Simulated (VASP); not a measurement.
Here is a VASP 6.6.1 calculation.

INCAR

```
SYSTEM = Rb
PREC = Accurate
ENCUT = 600
EDIFF = 1E-6
ISMEAR = -1
SIGMA = 0.05
LREAL = .FALSE.
LASPH = .TRUE.
NELM = 100
ALGO = Normal
ISIF = 3
LWAVE = .FALSE.
LCHARG = .FALSE.
GGA = CA
IBRION = 2
NSW = 80
EDIFFG = -0.02
```

File KPOINTS:

```
Automatic mesh
0
G
  5 5 5
  0 0 0
```

File POSCAR:

```
Rb
1.0
   -2.8025000000      2.8025000000      2.8025000000
    2.8025000000     -2.8025000000      2.8025000000
    2.8025000000      2.8025000000     -2.8025000000
Rb
1
Direct
    0.0000000000      0.0000000000      0.0000000000
```

Potentials or basis: VASP PAW LDA potentials, release 64 (Rb_sv).

The run is started by

```console
$ cat potpaw_LDA.64/Rb_sv/POTCAR > POTCAR
$ mpirun -np 1 vasp_std > vasp.out
```

**Question.** What does it give for the space group after relaxing (to 0.1 Å)?

**Answer.** Im-3m (No. 229).

**Question.** Predict the relaxed cell.

**Answer.** a = 4.648 Å, b = 4.648 Å, c = 4.648 Å, α = 109.47°, β = 109.47°, γ = 109.47°.

**Question.** What does it give for the relaxed volume?

**Answer.** 77.29 Å³/atom.

**Question.** Predict the band gap on the k mesh.

**Answer.** Zero (an odd number of electrons rules out a gap without spin polarisation).

The path:
| step | energy change (eV) | largest force (eV/Å) | pressure (GPa) | volume (Å³) |
| --- | --- | --- | --- | --- |
| 1 | 0.0000 | 0.0000 | -0.37 | 88.04 |
| 2 | -0.0055 | 0.0000 | -0.31 | 85.48 |
| 3 | -0.0131 | 0.0000 | -0.13 | 79.91 |
| 4 | -0.0046 | 0.0000 | 0.45 | 69.52 |
| 5 | -0.0142 | 0.0000 | -0.01 | 77.29 |

LDA usually gives volumes a few per cent too small. Zero-point motion and thermal expansion aren't in these numbers.
